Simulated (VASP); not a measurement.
Wanted: the native input for a VASP 6.6.1 run.

| Quantity | Value |
| --- | --- |
| Task | single point |
| Functional | PBE |
| Potentials or basis | VASP PAW PBE potentials, release 64 (Ta_pv, O, F) |
| Cutoff | 520 eV |
| k mesh | 6 × 6 × 4 |
| Occupations | gaussian, width 0.1 eV |
| Spin | collinear spin |
| Starting moments | [1.0, 1.0, 0.0, 0.0, 0.0, 0.0] μB |
| Dipole correction | no |
| Further INCAR settings | ALGO = Normal; EDIFF = 1e-06; NBANDS = 37 |

The structure of TaOF lies in POSCAR:

```
TaOF
1.0
    3.5404341200      0.0000000000      0.0000000000
    0.0000000000      3.5404341200      0.0000000000
    0.0000000000      0.0000000000      6.3015663200
Ta O F
2 2 2
Direct
    0.0000000000      0.5000000000      0.2160000100
    0.5000000000      0.0000000000      0.7839999900
    0.0000000000      0.5000000000      0.6660000100
    0.5000000000      0.0000000000      0.3339999900
    0.0000000000      0.0000000000      0.0000000000
    0.5000000000      0.5000000000      0.0000000000
```

The cell was generated, and may not be a known phase.

One way to write it, as run:

INCAR

```
PREC = Accurate ; ENCUT = 520
EDIFF = 1E-6 ; ISMEAR = 0
SIGMA = 0.1 ; LREAL = False
LASPH = True ; NELM = 150
ALGO = Normal ; ISIF = 2
LWAVE = False ; LCHARG = True
ISPIN = 2 ; MAGMOM = 1 1 0 0 0 0
LORBIT = 11 ; LMAXMIX = 4
GGA = PE ; LELF = True
LVHAR = True ; NBANDS = 37
```

KPOINTS

```
regular mesh
0
Gamma
  6 6 4
```

Potentials or basis: VASP PAW PBE potentials, release 64 (Ta_pv, O, F).

Launch:

```sh
$ cat potpaw_PBE.64/Ta_pv/POTCAR potpaw_PBE.64/O/POTCAR potpaw_PBE.64/F/POTCAR > POTCAR
$ mpirun -np 1 vasp_std > vasp.out
```

Results of the run:

| Property | Result |
| --- | --- |
| Pressure | -15.0 GPa |
| Largest force | 4.543 eV/Å |
| Net moment | 3.60 μB per cell |
| Site moments | Ta +1.42; O -0.04; F +0.01 μB |
| Valence electrons inside the program's atomic spheres | Ta 8.41; O 4.82; F 6.12 |

Caveat: the stress differs along the axes, from -22 to -1 GPa; forces of over 1 eV/Å act on the atoms, so gaps and moduli don't describe the material at rest.

Run time: 2.6 min on 1 thread of Intel(R) Xeon(R) Platinum 8488C (Sapphire Rapids), on a shared host, peak memory 0.3 GiB.
